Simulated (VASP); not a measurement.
**Zr2B3: single point with PBE**

The system is Zr2B3.

```
Zr B
1.0
     3.30654    0.00000    0.00000
    -1.65327    2.86354    0.00000
     0.00000    0.00000    6.25786
Zr B
2 3
Direct
  0.00000 0.00000 0.31722
  0.00000 0.00000 0.68278
  0.50000 0.00000 0.50000
  0.00000 0.50000 0.50000
  0.50000 0.50000 0.50000
```

- Program: VASP 6.6.1
- Task: single point
- Functional: PBE
- Potentials or basis: VASP PAW PBE potentials, release 64 (Zr_sv, B)
- Cutoff: 520 eV
- k mesh: 6 × 6 × 4
- Occupations: gaussian, width 0.1 eV
- Spin: no spin polarisation
- Dipole correction: no
- Further INCAR settings: ALGO = Normal; EDIFF = 1e-07; NBANDS = 24

```
Pressure      : 130.3 GPa
Largest force : 24.443 eV/Å
```

Forces in eV/Å, atoms in the order of the input:
```
Zr    0.000   0.000 -24.443
Zr    0.000   0.000  24.443
B     0.000   0.000   0.000
B     0.000   0.000   0.000
B     0.000   0.000   0.000
```

Stress tensor (GPa, compression positive):
```
122.57   0.00   0.00
  0.00 122.57   0.00
  0.00   0.00 145.65
```

Levels at points of the mesh, in eV from the Fermi level:
```
           k point  band 13  band 14  band 15  band 16  band 17  band 18  band 19  band 20
(0.00, 0.00, 0.00)    -6.07    -3.39    -3.39    -2.35    -1.33    -1.33    -0.68     4.91
(0.50, 0.00, 0.00)    -4.07    -2.21    -0.98    -0.34     0.28     1.71     2.22     3.42
(0.00, 0.00, 0.50)    -6.05    -3.39    -3.39    -1.35    -1.35    -1.18    -0.82     2.76
(0.50, 0.00, 0.50)    -3.90    -2.23    -0.34     0.12     0.14     0.88     2.51     3.11
```

Wall time 19 s on 1 thread of Intel(R) Xeon(R) 6975P-C (Granite Rapids), on a shared host, peak memory 0.19 GiB.

Caveat: the k points lie up to 0.37 Å⁻¹ apart; forces of over 1 eV/Å act on the atoms, so gaps and moduli don't describe the material at rest.
